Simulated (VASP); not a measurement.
# AgBr (I4/mmm) in VASP: notebook

The runs below take AgBr through electric field gradients, with PBE.

All numbers are computed with VASP 6.6.1; they aren't measurements. Logs are shortened: lines on timing, memory, paths and dates and some standing lists are left out, and cuts for length are marked.

### Step 1. The cell of the first run

Symmetry: I4/mmm, No. 139, tetragonal system. The conventional cell has a = 4.041 Å, b = 4.041 Å, c = 5.772 Å, α = 90.00°, β = 90.00°, γ = 90.00°. Ag (site symmetry 4/mmm) has 6 Br at 2.86 to 2.89 Å within 3.8 Å. Br (site symmetry 4/mmm) has 6 Ag at 2.86 to 2.89 Å within 3.8 Å.

### Step 2. Electric field gradients, PBE (equal xx and yy strain of -1 %)

INCAR

```
SYSTEM = AgBr
PREC = Accurate
ENCUT = 400
EDIFF = 1E-8
ISMEAR = -1
SIGMA = 0.03
LREAL = .False.
LASPH = .True.
NELM = 120
ALGO = Normal
ISIF = 2
LWAVE = .False.
LCHARG = .False.
GGA = PE
LEFG = .True.
NBANDS = 16
GGA_COMPAT = .False.
```

KPOINTS

```
regular mesh
0
Gamma
  7 7 7
  0 0 0
```

POSCAR

```
AgBr
1.0
    0.0000000000      2.8571895000      2.8860500000
    2.8571895000      0.0000000000      2.8860500000
    2.8571895000      2.8571895000      0.0000000000
Ag Br
1 1
Direct
    0.5000000000      0.5000000000      0.5000000000
    0.0000000000      0.0000000000      0.0000000000
```

Potentials or basis: VASP PAW PBE potentials, release 64 (Ag, Br).

Run with:

```bash
> cat potpaw_PBE.64/Ag/POTCAR potpaw_PBE.64/Br/POTCAR > POTCAR
> mpirun -np 1 vasp_std > vasp.out
```

OUTCAR:

```text
SYSTEM = AgBr
   PREC = Accurate
   ENCUT = 400
   EDIFF = 1E-8
   ISMEAR = -1
   LREAL = .False.
   LASPH = .True.
   NELM = 120
   ISIF = 2
   GGA = PE

 ion  position               nearest neighbor table
   1  0.500  0.500  0.500-   2 2.86   2 2.86   2 2.86   2 2.86   2 2.89   2 2.89
   2  0.000  0.000  0.000-   1 2.86   1 2.86   1 2.86   1 2.86   1 2.89   1 2.89

  LATTYP: Found a body centered tetragonal cell.
 ALAT       =     4.0406761412
 C/A-ratio  =     1.4284985479

  Lattice vectors:

 A1 = (  -2.8571895000,   0.0000000000,   2.8860500000)
 A2 = (   2.8571895000,   0.0000000000,   2.8860500000)
 A3 = (   0.0000000000,   2.8571895000,  -2.8860500000)

Analysis of symmetry for initial positions (statically):
=====================================================================
 Subroutine PRICEL returns:
 Original cell was already a primitive cell.

 Routine SETGRP: Setting up the symmetry group for a
 body centered tetragonal supercell.

 Subroutine GETGRP returns: Found 16 space group operations
 (whereof 16 operations were pure point group operations)
 out of a pool of 16 trial point group operations.

The static configuration has the point symmetry D_4h.

Analysis of symmetry for dynamics (positions and initial velocities):
=====================================================================
 Subroutine PRICEL returns:
 Original cell was already a primitive cell.

 Routine SETGRP: Setting up the symmetry group for a
 body centered tetragonal supercell.

 Subroutine GETGRP returns: Found 16 space group operations
 (whereof 16 operations were pure point group operations)
 out of a pool of 16 trial point group operations.

The dynamic configuration has the point symmetry D_4h.

 Subroutine INISYM returns: Found 16 space group operations
 (whereof 16 operations are pure point group operations),
 and found     1 'primitive' translations

----------------------------------------------------------------------------------------

                                     Primitive cell

  volume of cell :      47.1207

  direct lattice vectors                    reciprocal lattice vectors
     0.000000000  2.857189500  2.886050000    -0.174997143  0.174997143  0.173247172
     2.857189500  0.000000000  2.886050000     0.174997143 -0.174997143  0.173247172
     2.857189500  2.857189500  0.000000000     0.174997143  0.174997143 -0.173247172

  length of vectors
     4.061134871  4.061134871  4.040676141     0.302096976  0.302096976  0.302096976

  position of ions in fractional coordinates (direct lattice)
     0.500000000  0.500000000  0.500000000
     0.000000000  0.000000000  0.000000000

  ion indices of the primitive-cell ions
   primitive index   ion index
                 1           1
                 2           2

----------------------------------------------------------------------------------------

 KPOINTS: regular mesh

Automatic generation of k-mesh.
 Grid dimensions read from file:
 generate k-points for:    7    7    7

 Generating k-lattice:

  Cartesian coordinates                     Fractional coordinates (reciprocal lattice)
    -0.024999592  0.024999592  0.024749596     0.142857143  0.000000000  0.000000000
     0.024999592 -0.024999592  0.024749596     0.000000000  0.142857143  0.000000000
     0.024999592  0.024999592 -0.024749596    -0.000000000 -0.000000000  0.142857143

  Length of vectors
     0.043156711  0.043156711  0.043156711

  Shift w.r.t. Gamma in fractional coordinates (k-lattice)
     0.000000000  0.000000000  0.000000000

 Subroutine IBZKPT returns following result:
 ===========================================

 Found     40 irreducible k-points:

 Following reciprocal coordinates:
            Coordinates               Weight
  0.000000  0.000000  0.000000      1.000000
  0.142857 -0.000000  0.000000      8.000000
  0.285714 -0.000000  0.000000      8.000000
  0.428571  0.000000  0.000000      8.000000
  0.142857  0.142857  0.000000      2.000000
  0.285714  0.142857  0.000000      8.000000
[... 16 lines left out ...]
  0.428571  0.285714  0.142857      8.000000
 -0.428571  0.285714  0.142857     16.000000
 [... further k-points ...]
   k-points           NKPTS =     40   k-points in BZ     NKDIM =     40   number of bands    NBANDS=     16
   number of dos      NEDOS =    301   number of ions     NIONS =      2
   total plane-waves  NPLWV =  21952
   dimension x,y,z NGX =    28 NGY =   28 NGZ =   28
   dimension x,y,z NGXF=    56 NGYF=   56 NGZF=   56
   ions per type =               1   1
   NGX,Y,Z   is equivalent  to a cutoff of  11.46, 11.46, 11.52 a.u.
   NGXF,Y,Z  is equivalent  to a cutoff of  22.92, 22.92, 23.04 a.u.
 SYSTEM =  AgBr
   PREC   = accura    normal or accurate (medium, high low for compatibility)
   ISTART =      0    job   : 0-new  1-cont  2-samecut
   ICHARG =      2    charge: 1-file 2-atom 10-const
   ISPIN  =      1    spin polarized calculation?
   LNONCOLLINEAR =      F non collinear calculations
   LSORBIT =      F    spin-orbit coupling
   LASPH  =      T    aspherical Exc in radial PAW
   ENCUT  =  400.0 eV  29.40 Ry    5.42 a.u.   6.62  6.62  6.59*2*pi/ulx,y,z
   NELM   =    120;   NELMIN=  2; NELMDL= -5     # of ELM steps
   EDIFF  = 0.1E-07   stopping-criterion for ELM
   LREAL  =      F    real-space projection
   EDIFFG = 0.1E-06   stopping-criterion for IOM
   NSW    =      0    number of steps for IOM
   IBRION =     -1    ionic relax: 0-MD 1-quasi-New 2-CG
   NFREE  =      0    steps in history (QN), initial steepest desc. (CG)
   ISIF   =      2    stress and relaxation
   ISYM   =      2    0-nonsym 1-usesym 2-fastsym
   POTIM  = 0.5000    time-step for ionic-motion
   TEBEG  =    0.0;   TEEND  =   0.0 temperature during run
   PSTRESS=    0.0 pullay stress
   NELECT =      18.0000    total number of electrons
   NUPDOWN=      -1.0000    fix difference up-down
   EMIN   =  10.00;   EMAX   =-10.00  energy-range for DOS
   EFERMI =   0.00;   METHOD = LEGACY
   ISMEAR =    -1;   SIGMA  =   0.03  broadening in eV -4-tet -1-fermi 0-gaus
   EFERMI_NEDOS =   21; number of points for ismear=-14 and -15
   IALGO  =     38    algorithm
   IMIX   =      4    mixing-type and parameters
     AMIX     =   0.40;   BMIX     =  1.00
     AMIX_MAG =   1.60;   BMIX_MAG =  1.00
  volume/ion in A,a.u.               =      23.56       158.99
  Fermi-wavevector in a.u.,A,eV,Ry     =   1.187850  2.244711 19.197660  1.410988
  Thomas-Fermi vector in A             =   2.323993
   LORBIT       =      0    0 simple, 1 ext, 2 COOP (PROOUT), +10 PAW based schemes
   GGA     = PE    functional components
   LHFCALC =     F    Hartree Fock is set to
   AEXX    =    0.0000 exact exchange contribution
   IVDW    =     0    specifies the selected vdW correction
   LEPSILON=     F    determine dielectric tensor
   LRPA    =     F    only Hartree local field effects (RPA)
 non-spin polarized calculation
  energy-cutoff  :      400.00
  volume of cell :       47.12
 maximum number of plane-waves:       881
   NGX = 13   NGY = 13   NGZ = 13

 number of electron      17.9999999 magnetization

 Free energy of the ion-electron system (eV)
  ---------------------------------------------------
  ext. energy  EPLUGINS =         0.00000000
  ---------------------------------------------------
  free energy    TOTEN  =        -4.97947434 eV

  energy without entropy =       -4.97947421  energy(sigma->0) =       -4.97947427

 E-fermi :   4.0216     XC(G=0):  -9.8785

 val. band max:        3.6220332202   @ k =   0.4286   0.0000   0.0000
 cond. band min:       4.3362475497   @ k =   0.0000   0.0000   0.0000
 fundamental gap:      0.7142143295
 Fermi energy:         4.0215995665

 k-point     1 :       0.0000    0.0000    0.0000
  band No.  band energies     occupation
      1     -11.4410      2.00000
      2       0.8365      2.00000
      3       0.8490      2.00000
      4       0.8553      2.00000
      5       0.8599      2.00000
      6       0.8599      2.00000
[... 8 lines left out ...]
     15      15.3134      0.00000
     16      15.5495      0.00000

 k-point     2 :       0.1429   -0.0000    0.0000
  band No.  band energies     occupation
      1     -11.3619      2.00000
      2       0.3599      2.00000
      3       0.3602      2.00000
      4       0.3879      2.00000
      5       0.9028      2.00000
      6       0.9133      2.00000
[... 8 lines left out ...]
     15      14.6159      0.00000
     16      14.9682      0.00000

 k-point     3 :       0.2857   -0.0000    0.0000
  band No.  band energies     occupation
      1     -11.1743      2.00000
      2      -0.7894      2.00000
      3      -0.2027      2.00000
      4      -0.1736      2.00000
      5       1.0356      2.00000
      6       1.0395      2.00000
[... 8 lines left out ...]
     15      15.2823      0.00000
     16      15.3039      0.00000

 k-point     4 :       0.4286    0.0000    0.0000
  band No.  band energies     occupation
      1     -11.0122      2.00000
      2      -1.5371      2.00000
      3      -0.5116      2.00000
      4      -0.4794      2.00000
      5       1.1447      2.00000
      6       1.1467      2.00000
[... 8 lines left out ...]
     15      16.5079      0.00000
     16      16.5711      0.00000
[... 324 lines left out ...]
 k-point    22 :      -0.1429    0.0000    0.1429
  band No.  band energies     occupation
      1     -11.2509      2.00000
      2      -0.4132      2.00000
      3      -0.0921      2.00000
      4       0.3993      2.00000
      5       0.9384      2.00000
      6       1.0219      2.00000
[... 8 lines left out ...]
     15      15.8966      0.00000
     16      16.2784      0.00000

 k-point    23 :       0.4286    0.2857    0.1429
  band No.  band energies     occupation
      1     -11.0749      2.00000
      2      -0.9784      2.00000
      3      -0.2330      2.00000
      4       0.1475      2.00000
      5       0.9933      2.00000
      6       1.1300      2.00000
[... 8 lines left out ...]
     15      17.6266      0.00000
     16      18.1839      0.00000

 k-point    24 :      -0.4286    0.2857    0.1429
  band No.  band energies     occupation
      1     -10.9676      2.00000
      2      -1.0814      2.00000
      3      -0.4384      2.00000
      4      -0.2673      2.00000
      5       1.0884      2.00000
      6       1.1775      2.00000
[... 8 lines left out ...]
     15      16.6777      0.00000
     16      18.1124      0.00000

 [... further k-points ...]

------------------------ aborting loop because EDIFF is reached ----------------------------------------

  FORCE on cell =-STRESS in cart. coord.  units (eV):
  Direction    XX          YY          ZZ          XY          YZ          ZX
  --------------------------------------------------------------------------------------
  -------------------------------------------------------------------------------------
  Total        0.7058361      0.7058361      0.5955359      0.0000000     -0.0000000      0.0000000
  in kB       23.9995180     23.9995180     20.2491415      0.0000000     -0.0000000      0.0000000
  external PRESSURE =      22.7493925 kB  Pullay stress =       0.0000000 kB

 VOLUME and BASIS-vectors are now :
 -----------------------------------------------------------------------------
  energy-cutoff  :      400.00
  volume of cell :       47.12
      direct lattice vectors                 reciprocal lattice vectors
     0.000000000  2.857189500  2.886050000    -0.174997143  0.174997143  0.173247172
     2.857189500  0.000000000  2.886050000     0.174997143 -0.174997143  0.173247172
     2.857189500  2.857189500  0.000000000     0.174997143  0.174997143 -0.173247172

 POSITION                                       TOTAL-FORCE (eV/Angst)
 -----------------------------------------------------------------------------------
      2.85719      2.85719      2.88605        -0.000000     -0.000000      0.000000
      0.00000      0.00000      0.00000         0.000000      0.000000      0.000000
 -----------------------------------------------------------------------------------
    total drift:                                0.000000      0.000000      0.000000

  FREE ENERGIE OF THE ION-ELECTRON SYSTEM (eV)
  ---------------------------------------------------
  free  energy   TOTEN  =        -4.9794743382 eV

  energy  without entropy=       -4.9794742098  energy(sigma->0) =       -4.97947427

 Electric field gradients (V/A^2)
---------------------------------------------------------------------
 ion       V_xx      V_yy      V_zz      V_xy      V_xz      V_yz
---------------------------------------------------------------------
   1      -2.878    -2.878     5.756    -0.002    -0.001    -0.001
   2       4.935     4.935    -9.871     0.000     0.000     0.000
---------------------------------------------------------------------

 Electric field gradients after diagonalization (V/A^2)
 (convention: |V_zz| > |V_xx| > |V_yy|)
----------------------------------------------------------------------
 ion       V_xx      V_yy      V_zz     asymmetry (V_yy - V_xx)/ V_zz
----------------------------------------------------------------------
   1      -2.880    -2.876     5.756       0.001
   2       4.936     4.935    -9.871       0.000
----------------------------------------------------------------------

           NMR quadrupolar parameters

 Cq : quadrupolar parameter    Cq=e*Q*V_zz/h
 eta: asymmetry parameters     (V_yy - V_xx)/ V_zz
 Q  : nuclear electric quadrupole moment in mb (millibarn)
----------------------------------------------------------------------
 ion       Cq(MHz)       eta       Q (mb)
----------------------------------------------------------------------
   1       0.014       0.001       1.000
   2      -0.024       0.000       1.000
----------------------------------------------------------------------
```

Run time: 22 s. Hardware: 1 thread of Intel Xeon Platinum 8375C at 2.90GHz (Ice Lake), shared host; peak memory 0.16 GiB.

What came out:

```yaml
Free_energy: -4.9795 eV
Pressure: 2.3 GPa
Band_gap_on_the_k_mesh: 0.71 eV (least direct gap 2.60 eV)
Largest_electric_field_gradient_by_atom: Ag +5.8; Br -9.9 V/Å²
```

Electric field gradients, principal values (V/Å²):
```
atom   least  middle  greatest (by size)
1 Ag  -2.876  -2.880               5.756
2 Br   4.935   4.936              -9.871
```

Caveat: the cell differs from its parent crystal (equal xx and yy strain of -1 %); semilocal functionals underestimate gaps, and a narrow one can read as zero; without QUAD_EFG the Cq values of the log hold for a quadrupole moment of 1 mb, not for the nuclei. A k mesh can miss the band edges.

### Step 3. Electric field gradients, PBE (zz strain of -1 %)

INCAR

```
SYSTEM = AgBr
  PREC = Accurate
  ENCUT = 400
  EDIFF = 1E-8
  ISMEAR = -1
  SIGMA = 0.03
  LREAL = .FALSE.
  LASPH = .TRUE.
  NELM = 120
  ALGO = Normal
  ISIF = 2
  LWAVE = .FALSE.
  LCHARG = .FALSE.
  GGA = PE
  LEFG = .TRUE.
  NBANDS = 16
  GGA_COMPAT = .FALSE.
```

KPOINTS

```
Automatic mesh
0
G
  7 7 7
  0 0 0
```

POSCAR

```
AgBr
1.0
    0.0000000000      2.8860500000      2.8571895000
    2.8860500000      0.0000000000      2.8571895000
    2.8860500000      2.8860500000      0.0000000000
Ag Br
1 1
Direct
    0.5000000000      0.5000000000      0.5000000000
    0.0000000000      0.0000000000      0.0000000000
```

Potentials or basis: VASP PAW PBE potentials, release 64 (Ag, Br).

Run with:

```bash
> cat potpaw_PBE.64/Ag/POTCAR potpaw_PBE.64/Br/POTCAR > POTCAR
> mpirun -np 1 vasp_std > vasp.out
```

OUTCAR:

```text
SYSTEM = AgBr
   PREC = Accurate
   ENCUT = 400
   EDIFF = 1E-8
   ISMEAR = -1
   LREAL = .FALSE.
   LASPH = .TRUE.
   NELM = 120
   ISIF = 2
   GGA = PE

 ion  position               nearest neighbor table
   1  0.500  0.500  0.500-   2 2.86   2 2.86   2 2.89   2 2.89   2 2.89   2 2.89
   2  0.000  0.000  0.000-   1 2.86   1 2.86   1 2.89   1 2.89   1 2.89   1 2.89

  LATTYP: Found a body centered tetragonal cell.
 ALAT       =     4.0814910517
 C/A-ratio  =     1.4000714267

  Lattice vectors:

[... 669 lines left out ...]
  ---------------------------------------------------
  free  energy   TOTEN  =        -4.9861397252 eV

  energy  without entropy=       -4.9861396010  energy(sigma->0) =       -4.98613966

 Electric field gradients (V/A^2)
---------------------------------------------------------------------
 ion       V_xx      V_yy      V_zz      V_xy      V_xz      V_yz
---------------------------------------------------------------------
   1       2.839     2.839    -5.678    -0.001    -0.002    -0.002
   2      -5.039    -5.039    10.078     0.000     0.000     0.000
---------------------------------------------------------------------

 Electric field gradients after diagonalization (V/A^2)
 (convention: |V_zz| > |V_xx| > |V_yy|)
----------------------------------------------------------------------
 ion       V_xx      V_yy      V_zz     asymmetry (V_yy - V_xx)/ V_zz
----------------------------------------------------------------------
   1       2.840     2.838    -5.678       0.000
   2      -5.040    -5.039    10.078       0.000
----------------------------------------------------------------------

           NMR quadrupolar parameters

 Cq : quadrupolar parameter    Cq=e*Q*V_zz/h
 eta: asymmetry parameters     (V_yy - V_xx)/ V_zz
 Q  : nuclear electric quadrupole moment in mb (millibarn)
----------------------------------------------------------------------
 ion       Cq(MHz)       eta       Q (mb)
----------------------------------------------------------------------
   1      -0.014       0.000       1.000
   2       0.024       0.000       1.000
----------------------------------------------------------------------
```

OSZICAR:

```text
N       E                     dE             d eps       ncg     rms          rms(c)
DAV:   1     0.752801650828E+02    0.75280E+02   -0.72395E+03  1288   0.818E+02
DAV:   2    -0.291034668589E+01   -0.78191E+02   -0.72642E+02  1608   0.185E+02
DAV:   3    -0.509552028934E+01   -0.21852E+01   -0.21810E+01  1552   0.315E+01
DAV:   4    -0.510341410864E+01   -0.78938E-02   -0.78935E-02  1664   0.222E+00
DAV:   5    -0.510348063685E+01   -0.66528E-04   -0.66528E-04  1592   0.195E-01    0.589E+00
DAV:   6    -0.499032745988E+01    0.11315E+00   -0.17860E-01  1536   0.596E+00    0.385E+00
DAV:   7    -0.498604115604E+01    0.42863E-02   -0.60600E-02  1472   0.162E+00    0.156E+00
DAV:   8    -0.498608720273E+01   -0.46047E-04   -0.39939E-03  1456   0.622E-01    0.256E-01
DAV:   9    -0.498611151697E+01   -0.24314E-04   -0.49445E-04  1632   0.227E-01    0.339E-02
DAV:  10    -0.498613326811E+01   -0.21751E-04   -0.33752E-05  1680   0.743E-02    0.205E-02
DAV:  11    -0.498613995477E+01   -0.66867E-05   -0.12878E-05  1520   0.284E-02    0.596E-03
DAV:  12    -0.498613978542E+01    0.16935E-06   -0.90891E-07  1536   0.825E-03    0.207E-03
DAV:  13    -0.498613972194E+01    0.63479E-07   -0.13686E-07  1584   0.336E-03    0.326E-04
DAV:  14    -0.498613971133E+01    0.10607E-07   -0.19069E-08  1576   0.111E-03    0.212E-04
DAV:  15    -0.498613972218E+01   -0.10841E-07   -0.48682E-09  1048   0.687E-04    0.122E-04
DAV:  16    -0.498613972520E+01   -0.30241E-08   -0.39948E-10   720   0.178E-04
   1 F= -.49861397E+01 E0= -.49861397E+01  d E =-.124240E-06
```

stdout:

```text
POSCAR found type information on POSCAR AgBr
 POSCAR found :  2 types and       2 ions
 scaLAPACK will be used
 LDA part: xc-table for (Slater+PW92), standard interpolation
 POSCAR, INCAR and KPOINTS ok, starting setup
 FFT: planning ... GRIDC
 FFT: planning ... GRID_SOFT
 FFT: planning ... GRID
 WAVECAR not read
 entering main loop
ion   1

ion   2
```

Run time: 30 s. Hardware: 1 thread of Intel Xeon Platinum 8375C at 2.90GHz (Ice Lake), shared host; peak memory 0.16 GiB.

What came out:

* Free energy: -4.9861 eV
* Pressure: 1.8 GPa
* Band gap on the k mesh: 0.72 eV (least direct gap 2.57 eV)
* Largest electric field gradient by atom: Ag -5.7; Br +10.1 V/Å²

Electric field gradients, principal values (V/Å²):
```tsv
atom	least	middle	greatest (by size)
1 Ag	2.838	2.840	-5.678
2 Br	-5.039	-5.040	10.078
```

Caveat: the cell differs from its parent crystal (zz strain of -1 %); semilocal functionals underestimate gaps, and a narrow one can read as zero; without QUAD_EFG the Cq values of the log hold for a quadrupole moment of 1 mb, not for the nuclei. A k mesh can miss the band edges.

[end of part 1 of 3]
